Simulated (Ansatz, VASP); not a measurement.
# Two plane-wave programs on GaN

```
Ga N
1.0
     3.18000    0.00000    0.00000
    -1.59000    2.75396    0.00000
     0.00000    0.00000    5.16600
Ga N
2 2
Direct
  0.35299 0.66667 0.00000
  0.68632 0.33333 0.50000
  0.33333 0.66667 0.37500
  0.66667 0.33333 0.87500
```

Change from the starting cell: all Ga atoms moved +0.062 Å, as atom 1 along Cartesian [1 0 0].

Alike in both runs: task single point; functional PBE; k mesh 12 × 12 × 6; occupations gaussian, width 0.05 eV; no spin polarisation.

|  | VASP | Ansatz |
| --- | --- | --- |
| version | VASP 6.6.1 | Ansatz 0.2.0 |
| potentials or method | VASP PAW PBE potentials, release 64 (Ga_d, N), cutoff 520 eV | scalar-relativistic, plane waves, PAW |
| valence electrons in the cell | 36 | 36 |

|  | VASP | Ansatz | Ansatz less VASP |
| --- | --- | --- | --- |
| gap on the k mesh at the Fermi level (eV) | 1.92 | 1.91 | -0.008 |
| least direct gap on the mesh (eV) | 1.92 | 1.91 | -0.008 |
| pressure (GPa) | 7.8 | 7.7 | -0.05 |
| traceless stress, the component that is largest in VASP (GPa) | -2.58 | -2.64 | -0.057 |
| rms of the force components (eV/Å) | 0.464 | 0.471 | +0.0071 |

Atom by atom the forces differ by 0.007 eV/Å (rms over components). The functional is the same, so the differences come from potentials, cutoffs and numerics.
